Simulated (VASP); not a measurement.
# CdS (I-4m2) in VASP: a series of runs

CdS is run at these levels: r2SCAN; tasks: single point.

Everything below comes from runs of VASP 6.6.1. Logs are shortened: lines on timing, memory, paths and dates and some standing lists are left out, and cuts for length are marked.

### 1 The cell of the first run

Symmetry: I-4m2, No. 119, tetragonal system. The conventional cell has a = 4.157 Å, b = 4.157 Å, c = 5.937 Å, α = 90.00°, β = 90.00°, γ = 90.00°. Within 3.4 Å of Cd (site symmetry -4m2) lie 4 S at 2.55 Å. Within 3.4 Å of S (site symmetry -4m2) lie 4 Cd at 2.55 Å.

### 2 Single point, r2SCAN (uniaxial z strain +1.0%)

Contents of POSCAR:

```
CdS
1.0
    0.0000000000      2.9392148430      2.9686069915
    2.9392148430      0.0000000000      2.9686069915
    2.9392148430      2.9392148430      0.0000000000
Cd S
1 1
Direct
    0.0000000000      0.0000000000      0.0000000000
    0.2500000000      0.2500000000      0.2500000000
```

Contents of INCAR.step1:

```
SYSTEM = CdS
  ALGO = Normal
  EDIFF = 1E-4
  ENCUT = 520
  GGA = PE
  ISMEAR = 0
  LASPH = .True.
  LCHARG = .False.
  LREAL = .False.
  LWAVE = .True.
  NBANDS = 16
  NELM = 60
  PREC = Accurate
  SIGMA = 0.01
```

Contents of INCAR.step2:

```
SYSTEM = CdS
  ALGO = Normal
  EDIFF = 1E-6
  ENCUT = 520
  ISIF = 2
  ISMEAR = 0
  ISTART = 1
  LASPH = .True.
  LCHARG = .False.
  LMIXTAU = .True.
  LREAL = .False.
  LWAVE = .False.
  METAGGA = R2SCAN
  NBANDS = 16
  NELM = 60
  PREC = Accurate
  SIGMA = 0.01
```

Contents of KPOINTS:

```
k-points
0
Gamma
  8 8 8
  0 0 0
```

Potentials or basis: VASP PAW PBE potentials, release 64 (Cd, S).

The run is started by

```bash
cat potpaw_PBE.64/Cd/POTCAR potpaw_PBE.64/S/POTCAR > POTCAR
cp INCAR.step1 INCAR
mpirun -np 1 vasp_std > vasp.out
cp INCAR.step2 INCAR
mpirun -np 1 vasp_std > vasp.out
```

OUTCAR:

```text
SYSTEM = CdS
   EDIFF = 1E-6
   ENCUT = 520
   ISIF = 2
   ISMEAR = 0
   ISTART = 1
   LASPH = .True.
   LREAL = .False.
   METAGGA = R2SCAN
   NELM = 60
   PREC = Accurate

 ion  position               nearest neighbor table
   1  0.000  0.000  0.000-   2 2.55   2 2.55   2 2.55   2 2.55
   2  0.250  0.250  0.250-   1 2.55   1 2.55   1 2.55   1 2.55

  LATTYP: Found a body centered tetragonal cell.
 ALAT       =     4.1566774937
 C/A-ratio  =     1.4283556980

  Lattice vectors:

 A1 = (  -2.9392148430,   0.0000000000,   2.9686069915)
 A2 = (   2.9392148430,   0.0000000000,   2.9686069915)
 A3 = (   0.0000000000,   2.9392148430,  -2.9686069915)

Analysis of symmetry for initial positions (statically):
=====================================================================
 Subroutine PRICEL returns:
 Original cell was already a primitive cell.

 Routine SETGRP: Setting up the symmetry group for a
 body centered tetragonal supercell.

 Subroutine GETGRP returns: Found  8 space group operations
 (whereof  8 operations were pure point group operations)
 out of a pool of 16 trial point group operations.

The static configuration has the point symmetry D_2d.

Analysis of symmetry for dynamics (positions and initial velocities):
=====================================================================
 Subroutine PRICEL returns:
 Original cell was already a primitive cell.

 Routine SETGRP: Setting up the symmetry group for a
 body centered tetragonal supercell.

 Subroutine GETGRP returns: Found  8 space group operations
 (whereof  8 operations were pure point group operations)
 out of a pool of 16 trial point group operations.

The dynamic configuration has the point symmetry D_2d.

 Subroutine INISYM returns: Found  8 space group operations
 (whereof  8 operations are pure point group operations),
 and found     1 'primitive' translations

----------------------------------------------------------------------------------------

                                     Primitive cell

  volume of cell :      51.2915

  direct lattice vectors                    reciprocal lattice vectors
     0.000000000  2.939214843  2.968606992    -0.170113458  0.170113458  0.168429166
     2.939214843  0.000000000  2.968606992     0.170113458 -0.170113458  0.168429166
     2.939214843  2.939214843  0.000000000     0.170113458  0.170113458 -0.168429166

  length of vectors
     4.177512581  4.177512581  4.156677494     0.293675946  0.293675946  0.293675946

  position of ions in fractional coordinates (direct lattice)
     0.000000000  0.000000000  0.000000000
     0.250000000  0.250000000  0.250000000

  ion indices of the primitive-cell ions
   primitive index   ion index
                 1           1
                 2           2

----------------------------------------------------------------------------------------

 KPOINTS: k-points

Automatic generation of k-mesh.
 Grid dimensions read from file:
 generate k-points for:    8    8    8

 Generating k-lattice:

  Cartesian coordinates                     Fractional coordinates (reciprocal lattice)
    -0.021264182  0.021264182  0.021053646     0.125000000 -0.000000000  0.000000000
     0.021264182 -0.021264182  0.021053646    -0.000000000  0.125000000  0.000000000
     0.021264182  0.021264182 -0.021053646     0.000000000  0.000000000  0.125000000

  Length of vectors
     0.036709493  0.036709493  0.036709493

  Shift w.r.t. Gamma in fractional coordinates (k-lattice)
     0.000000000  0.000000000  0.000000000

 Subroutine IBZKPT returns following result:
 ===========================================

 Found     59 irreducible k-points:

 Following reciprocal coordinates:
            Coordinates               Weight
  0.000000  0.000000  0.000000      1.000000
  0.125000  0.000000  0.000000      8.000000
  0.250000  0.000000  0.000000      8.000000
  0.375000  0.000000  0.000000      8.000000
  0.500000  0.000000  0.000000      4.000000
  0.125000  0.125000  0.000000      2.000000
[... 16 lines left out ...]
  0.250000  0.000000  0.125000     16.000000
  0.375000  0.000000  0.125000     16.000000
 [... further k-points ...]
   k-points           NKPTS =     59   k-points in BZ     NKDIM =     59   number of bands    NBANDS=     16
   number of dos      NEDOS =    301   number of ions     NIONS =      2
   total plane-waves  NPLWV =  32768
   dimension x,y,z NGX =    32 NGY =   32 NGZ =   32
   dimension x,y,z NGXF=    64 NGYF=   64 NGZF=   64
   ions per type =               1   1
   NGX,Y,Z   is equivalent  to a cutoff of  12.73, 12.73, 12.80 a.u.
   NGXF,Y,Z  is equivalent  to a cutoff of  25.47, 25.47, 25.60 a.u.
 SYSTEM =  CdS
   PREC   = accura    normal or accurate (medium, high low for compatibility)
   ISTART =      1    job   : 0-new  1-cont  2-samecut
   ICHARG =      0    charge: 1-file 2-atom 10-const
   ISPIN  =      1    spin polarized calculation?
   LNONCOLLINEAR =      F non collinear calculations
   LSORBIT =      F    spin-orbit coupling
   LASPH  =      T    aspherical Exc in radial PAW
   ENCUT  =  520.0 eV  38.22 Ry    6.18 a.u.   7.77  7.77  7.73*2*pi/ulx,y,z
   NELM   =     60;   NELMIN=  2; NELMDL=  0     # of ELM steps
   EDIFF  = 0.1E-05   stopping-criterion for ELM
   LREAL  =      F    real-space projection
   EDIFFG = 0.1E-04   stopping-criterion for IOM
   NSW    =      0    number of steps for IOM
   IBRION =     -1    ionic relax: 0-MD 1-quasi-New 2-CG
   NFREE  =      0    steps in history (QN), initial steepest desc. (CG)
   ISIF   =      2    stress and relaxation
   ISYM   =      2    0-nonsym 1-usesym 2-fastsym
   POTIM  = 0.5000    time-step for ionic-motion
   TEBEG  =    0.0;   TEEND  =   0.0 temperature during run
   PSTRESS=    0.0 pullay stress
   NELECT =      18.0000    total number of electrons
   NUPDOWN=      -1.0000    fix difference up-down
   EMIN   =  10.00;   EMAX   =-10.00  energy-range for DOS
   EFERMI =   0.00;   METHOD = LEGACY
   ISMEAR =     0;   SIGMA  =   0.01  broadening in eV -4-tet -1-fermi 0-gaus
   EFERMI_NEDOS =   21; number of points for ismear=-14 and -15
   IALGO  =     38    algorithm
   IMIX   =      4    mixing-type and parameters
     AMIX     =   0.40;   BMIX     =  1.00
     AMIX_MAG =   1.60;   BMIX_MAG =  1.00
  volume/ion in A,a.u.               =      25.65       173.07
  Fermi-wavevector in a.u.,A,eV,Ry     =   1.154739  2.182141 18.142313  1.333422
  Thomas-Fermi vector in A             =   2.291373
   LORBIT       =      0    0 simple, 1 ext, 2 COOP (PROOUT), +10 PAW based schemes
   METAGGA = R2SCAN    functional components
   LHFCALC =     F    Hartree Fock is set to
   AEXX    =    0.0000 exact exchange contribution
   IVDW    =     0    specifies the selected vdW correction
   LEPSILON=     F    determine dielectric tensor
   LRPA    =     F    only Hartree local field effects (RPA)
 non-spin polarized calculation
 Gauss-broadening in eV      SIGMA  =   0.01
  energy-cutoff  :      520.00
  volume of cell :       51.29
 maximum number of plane-waves:      1399
   NGX = 15   NGY = 15   NGZ = 15

 number of electron      18.0000004 magnetization

 Free energy of the ion-electron system (eV)
  ---------------------------------------------------
  ext. energy  EPLUGINS =         0.00000000
  ---------------------------------------------------
  free energy    TOTEN  =       -29.68576917 eV

  energy without entropy =      -29.68576917  energy(sigma->0) =      -29.68576917

 E-fermi :   0.8762     XC(G=0):  -9.5702

 val. band max:        0.7796771446   @ k =   0.0000   0.0000   0.0000
 cond. band min:       2.2843876765   @ k =   0.0000   0.0000   0.0000
 fundamental gap:      1.5047105318
 Fermi energy:         0.8761928391

 k-point     1 :       0.0000    0.0000    0.0000
  band No.  band energies     occupation
      1     -11.9010      2.00000
      2      -7.0872      2.00000
      3      -7.0812      2.00000
      4      -7.0812      2.00000
      5      -6.6182      2.00000
      6      -6.6154      2.00000
[... 8 lines left out ...]
     15      12.6638      0.00000
     16      12.7989      0.00000

 k-point     2 :       0.1250    0.0000    0.0000
  band No.  band energies     occupation
      1     -11.8428      2.00000
      2      -7.0639      2.00000
      3      -7.0596      2.00000
      4      -7.0265      2.00000
      5      -6.6186      2.00000
      6      -6.6165      2.00000
[... 8 lines left out ...]
     15      12.1556      0.00000
     16      13.1366      0.00000

 k-point     3 :       0.2500    0.0000    0.0000
  band No.  band energies     occupation
      1     -11.7017      2.00000
      2      -7.0169      2.00000
      3      -7.0121      2.00000
      4      -6.8317      2.00000
      5      -6.6125      2.00000
      6      -6.6123      2.00000
[... 8 lines left out ...]
     15      11.8923      0.00000
     16      12.4322      0.00000

 k-point     4 :       0.3750    0.0000    0.0000
  band No.  band energies     occupation
      1     -11.5607      2.00000
      2      -6.9801      2.00000
      3      -6.9743      2.00000
      4      -6.5959      2.00000
      5      -6.5930      2.00000
      6      -6.4917      2.00000
[... 8 lines left out ...]
     15      12.7680      0.00000
     16      12.7927      0.00000
[... 324 lines left out ...]
 k-point    22 :       0.1250    0.0000    0.1250
  band No.  band energies     occupation
      1     -11.8232      2.00000
      2      -7.0448      2.00000
      3      -7.0387      2.00000
      4      -7.0336      2.00000
      5      -6.6302      2.00000
      6      -6.6055      2.00000
[... 8 lines left out ...]
     15      12.8022      0.00000
     16      13.8037      0.00000

 k-point    23 :       0.2500    0.0000    0.1250
  band No.  band energies     occupation
      1     -11.7098      2.00000
      2      -7.0101      2.00000
      3      -6.9910      2.00000
      4      -6.8946      2.00000
      5      -6.6317      2.00000
      6      -6.5936      2.00000
[... 8 lines left out ...]
     15      12.6945      0.00000
     16      13.8481      0.00000

 k-point    24 :       0.3750    0.0000    0.1250
  band No.  band energies     occupation
      1     -11.5695      2.00000
      2      -6.9720      2.00000
      3      -6.9483      2.00000
      4      -6.6854      2.00000
      5      -6.5798      2.00000
      6      -6.5269      2.00000
[... 8 lines left out ...]
     15      13.2531      0.00000
     16      13.3584      0.00000

 [... further k-points ...]

------------------------ aborting loop because EDIFF is reached ----------------------------------------

  FORCE on cell =-STRESS in cart. coord.  units (eV):
  Direction    XX          YY          ZZ          XY          YZ          ZX
  --------------------------------------------------------------------------------------
  -------------------------------------------------------------------------------------
  Total       -0.0806520     -0.0806520     -0.1422670      0.0000000      0.0000000      0.0000000
  in kB       -2.5193024     -2.5193024     -4.4439512      0.0000000      0.0000000      0.0000000
  external PRESSURE =      -3.1608520 kB  Pullay stress =       0.0000000 kB

 VOLUME and BASIS-vectors are now :
 -----------------------------------------------------------------------------
  energy-cutoff  :      520.00
  volume of cell :       51.29
      direct lattice vectors                 reciprocal lattice vectors
     0.000000000  2.939214843  2.968606992    -0.170113458  0.170113458  0.168429166
     2.939214843  0.000000000  2.968606992     0.170113458 -0.170113458  0.168429166
     2.939214843  2.939214843  0.000000000     0.170113458  0.170113458 -0.168429166

 POSITION                                       TOTAL-FORCE (eV/Angst)
 -----------------------------------------------------------------------------------
      0.00000      0.00000      0.00000        -0.000000     -0.000000      0.000000
      1.46961      1.46961      1.48430         0.000000      0.000000     -0.000000
 -----------------------------------------------------------------------------------
    total drift:                               -0.000003     -0.000003     -0.000005

  FREE ENERGIE OF THE ION-ELECTRON SYSTEM (eV)
  ---------------------------------------------------
  free  energy   TOTEN  =       -29.6857691692 eV

  energy  without entropy=      -29.6857691692  energy(sigma->0) =      -29.68576917
```

It took 4.3 min on 1 thread of AMD EPYC 7R13 (Zen 3), shared host; peak memory 0.18 GiB.

What came out:

| Quantity | Value |
| --- | --- |
| Free energy | -29.6858 eV |
| Pressure | -0.3 GPa |
| Band gap on the k mesh | 1.50 eV |

Levels at points of the mesh, in eV from the valence-band top:
```tsv
k point	band 6	band 7	band 8	band 9	band 10	band 11	band 12	band 13
(0.00, 0.00, 0.00)	-7.40	-0.03	0.00	0.00	1.50	7.07	7.07	7.07
(0.50, 0.00, 0.00)	-7.04	-4.27	-0.75	-0.71	3.41	7.43	7.51	7.78
(0.50, 0.50, 0.00)	-6.99	-3.88	-1.79	-1.79	3.91	4.76	9.56	11.35
(0.50, 0.00, 0.50)	-6.97	-3.82	-1.84	-1.82	3.87	4.68	9.66	11.26
```

Caveat: the cell differs from its parent crystal (uniaxial z strain +1.0%); the PAW data sets were made with another functional, which shifts forces and pressure a little.

[end of part 1 of 3]
